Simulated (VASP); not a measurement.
A run of VASP 6.6.1 is set up as follows.

Contents of INCAR:

```
SYSTEM = ZnO
  PREC = Accurate
  ENCUT = 600
  EDIFF = 1E-6
  ISMEAR = 0
  SIGMA = 0.1
  LREAL = .False.
  LASPH = .True.
  NELM = 80
  ALGO = Normal
  ISIF = 3
  LWAVE = .False.
  LCHARG = .False.
  GGA = PE
  IBRION = 2
  NSW = 90
  EDIFFG = -0.04
```

File KPOINTS:

```
regular mesh
0
Gamma
  8 8 8
  0 0 0
```

Contents of POSCAR:

```
ZnO
1.0
   -1.4588302100      1.4588302100      5.0535359200
    1.4588302100     -1.4588302100      5.0535359200
    1.4588302100      1.4588302100     -5.0535359200
Zn O
2 2
Direct
    0.8333333400      0.8333333400      0.0000000000
    0.5833333400      0.0833333400      0.5000000000
    0.6666666600      0.6666666600      0.0000000000
    0.4166666600      0.9166666600      0.5000000000
```

Potentials or basis: VASP PAW PBE potentials, release 64 (Zn, O).

The run is started by

```console
$ cat potpaw_PBE.64/Zn/POTCAR potpaw_PBE.64/O/POTCAR > POTCAR
$ mpirun -np 1 vasp_std > vasp.out
```

Question: Predict the space group after relaxing (to 0.1 Å).

Answer: I4_1md (No. 109).

Question: Predict the relaxed volume.

Answer: 15.52 Å³/atom.

Question: Estimate the band gap on the k mesh.

Answer: 0.60 eV (least direct gap 0.60 eV).

Question: What does it give for the relaxed cell?

Answer: a = 6.146 Å, b = 6.146 Å, c = 6.146 Å, α = 148.81°, β = 148.81°, γ = 44.68°.

Stress tensor (GPa, compression positive):
```
 0.01  0.00  0.00
 0.00  0.01  0.00
 0.00  0.00 -0.10
```

Caveat: the volume moved by over 15 % at a fixed basis, so the end points are rough. A k mesh can miss the band edges.
